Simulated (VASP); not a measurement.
Input of a VASP 6.6.1 run:

Contents of POSCAR:

```
In
1.0
   -1.6222451156      1.6222451156      2.4964891014
    1.6222451156     -1.6222451156      2.4964891014
    1.6222451156      1.6222451156     -2.4964891014
In
1
Direct
    0.0000000000      0.0000000000      0.0000000000
```

File INCAR.step1:

```
PREC = Accurate ; ENCUT = 520
ISMEAR = -1 ; SIGMA = 0.08
LREAL = False ; LASPH = True
NELM = 100 ; NBANDS = 12
GGA = PE ; ALGO = Normal
EDIFF = 1E-4 ; LWAVE = True
LCHARG = False
```

Contents of INCAR.step2:

```
PREC = Accurate ; ENCUT = 520
EDIFF = 1E-7 ; ISMEAR = -1
SIGMA = 0.08 ; LREAL = False
LASPH = True ; NELM = 100
ALGO = Normal ; ISIF = 2
LWAVE = False ; LCHARG = True
METAGGA = R2SCAN ; LMIXTAU = True
LELF = True ; LVHAR = True
NBANDS = 12 ; ISTART = 1
```

The input KPOINTS:

```
Automatic mesh
0
Gamma
  14 14 14
```

Potentials or basis: VASP PAW PBE potentials, release 64 (In_d).

Command:

```console
$ cat potpaw_PBE.64/In_d/POTCAR > POTCAR
$ cp INCAR.step1 INCAR
$ mpirun -np 1 vasp_std > vasp.out
$ cp INCAR.step2 INCAR
$ mpirun -np 1 vasp_std > vasp.out
```

Problem. Estimate the pressure.

Solution. 0.0 GPa.

Problem. Predict the band gap on the k mesh.

Solution. Zero (an odd number of electrons rules out a gap without spin polarisation).

Caveat: the PAW data sets were made with another functional, which shifts forces and pressure a little; spin-orbit coupling is left out, which moves the levels of the heavy elements.
